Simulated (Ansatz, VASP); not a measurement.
Two plane-wave programs on InSe

The input INCAR:

```
SYSTEM = InSe
PREC = Accurate ; ENCUT = 520
EDIFF = 1E-6 ; ISMEAR = 0
SIGMA = 0.03 ; LREAL = .False.
LASPH = .True. ; NELM = 60
ALGO = Normal ; ISIF = 2
LWAVE = .False. ; LCHARG = .False.
GGA = PS ; IVDW = 12
NBANDS = 27
```

The input KPOINTS:

```
regular mesh
0
Gamma
  12 12 12
  0 0 0
```

Contents of POSCAR:

```
InSe
1.0
    1.9399996608      1.1200593264      8.3166700000
   -1.9399996608      1.1200593264      8.3166700000
    0.0000000000     -2.2401186528      8.3166700000
In Se
2 2
Direct
    0.0000000000      0.0000000000      0.0000000000
    0.1122000000      0.1122000000      0.1122000000
    0.6155000000      0.6155000000      0.6155000000
    0.8300000000      0.8300000000      0.8300000000
```

Input for Ansatz:

```yaml
crystal:
  lattice:
    - [1.9399996608, 1.1200593264, 8.31667]
    - [-1.9399996608, 1.1200593264, 8.31667]
    - [0.0, -2.2401186528, 8.31667]
  atoms:
    - { symbol: In, position: [0.0, 0.0, 0.0] }
    - { symbol: In, position: [0.1122, 0.1122, 0.1122] }
    - { symbol: Se, position: [0.6155, 0.6155, 0.6155] }
    - { symbol: Se, position: [0.83, 0.83, 0.83] }
basis:
  ecutwfc: 420
kpoints:
  mp_grid: { grid: [12, 12, 12] }
hamiltonian:
  xc: pbesol
  dispersion: d3bj
scf:
  occupations: { method: gaussian, width: 0.03 }
output:
  forces: true
  stress: true
  eigenvalues: true
```

Change from the starting cell: strain -0.030 along x and y, +0.000 along z, atoms carried along.

Alike in both runs: task single point; functional PBEsol; dispersion D3(BJ); k mesh 12 × 12 × 12; occupations gaussian, width 0.03 eV; no spin polarisation.

|  | VASP | Ansatz |
| --- | --- | --- |
| version | VASP 6.6.1 | Ansatz 0.2.0 |
| potentials or method | VASP PAW PBE potentials, release 64 (In_d, Se), cutoff 520 eV | scalar-relativistic, plane waves, PAW |
| valence electrons in the cell | 38 | 58 |

```csv
,VASP,Ansatz,Ansatz less VASP
gap on the k mesh at the Fermi level (eV),0.65,0.66,+0.013
least direct gap on the mesh (eV),0.65,0.66,+0.013
pressure (GPa),2.3,2.2,-0.09
"traceless stress, the component that is largest in VASP (GPa)",-2.08,-2.06,+0.013
rms of the force components (eV/Å),0.361,0.348,-0.0134
```

VASP's potentials were made for PBE, not for PBEsol. Atom by atom the forces differ by 0.014 eV/Å (rms over components). VASP's potentials hold 38 valence electrons a cell and Ansatz's 58, so a difference there can come from the potentials and not from the codes.
